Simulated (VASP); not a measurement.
Here is a VASP 6.6.1 calculation.

File INCAR:

```
SYSTEM = GaN
PREC = Accurate
ENCUT = 600
EDIFF = 1E-6
ISMEAR = 0
SIGMA = 0.01
LREAL = .False.
LASPH = .True.
NELM = 60
ALGO = Normal
ISIF = 3
LWAVE = .False.
LCHARG = .False.
GGA = PE
IBRION = 2
NSW = 80
EDIFFG = -0.001
PSTRESS = 160.0
```

KPOINTS

```
regular mesh
0
Gamma
  10 10 10
  0 0 0
```

The input POSCAR:

```
GaN
1.0
    0.0000000000      2.2742384951      2.2742384951
    2.2742384951      0.0000000000      2.2742384951
    2.2742384951      2.2742384951      0.0000000000
Ga N
1 1
Direct
    0.0000000000      0.0000000000      0.0000000000
    0.7500000000      0.7500000000      0.7500000000
```

Potentials or basis: VASP PAW PBE potentials, release 64 (Ga_d, N).

Run with:

```bash
$ cat potpaw_PBE.64/Ga_d/POTCAR potpaw_PBE.64/N/POTCAR > POTCAR
$ mpirun -np 1 vasp_std > vasp.out
```

(1) Predict the relaxed cell.

(2) What does it give for the space group after relaxing (to 0.05 Å)?

(3) Predict the band gap on the k mesh.

(4) Estimate the relaxed volume.

Answers

(1) a = 3.133 Å, b = 3.133 Å, c = 3.133 Å, α = 60.00°, β = 60.00°, γ = 60.00°.

(2) F-43m (No. 216).

(3) 2.06 eV, direct.

(4) 10.87 Å³/atom.

Caveat: the cell is relaxed towards a set pressure, so the enthalpy falls and the energy may rise.
